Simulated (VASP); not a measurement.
A run of VASP 6.6.1:

The input INCAR:

```
ALGO = Normal
EDIFF = 1E-7
ENCUT = 520
GGA = PE
ISIF = 2
ISMEAR = 0
IVDW = 12
LASPH = T
LCHARG = T
LELF = T
LREAL = F
LVHAR = T
LWAVE = F
NBANDS = 17
NELM = 100
PREC = Accurate
SIGMA = 0.02
```

KPOINTS

```
k-points
0
Gamma
  12 12 12
```

File POSCAR:

```
PbS
1.0
    2.0975659386      1.2110302592      3.4279856227
   -2.0975659386      1.2110302592      3.4279856227
    0.0000000000     -2.4220605186      3.4279856226
Pb S
1 1
Direct
    0.9779892341      0.9779892341      0.9779892341
    0.4776120959      0.4776120959      0.4776120959
```

Potentials or basis: VASP PAW PBE potentials, release 64 (Pb_d, S).

Command:

```sh
$ cat potpaw_PBE.64/Pb_d/POTCAR potpaw_PBE.64/S/POTCAR > POTCAR
$ mpirun -np 1 vasp_std > vasp.out
```

Hardware: 1 thread of Intel Xeon 8259CL, on a shared host.

Q: Estimate the wall time of this run.

A: Wall time 3.8 min on 1 thread of Intel Xeon 8259CL, with other jobs on the host, peak memory 0.27 GiB. Counts: scf iterations 13, k points 189.
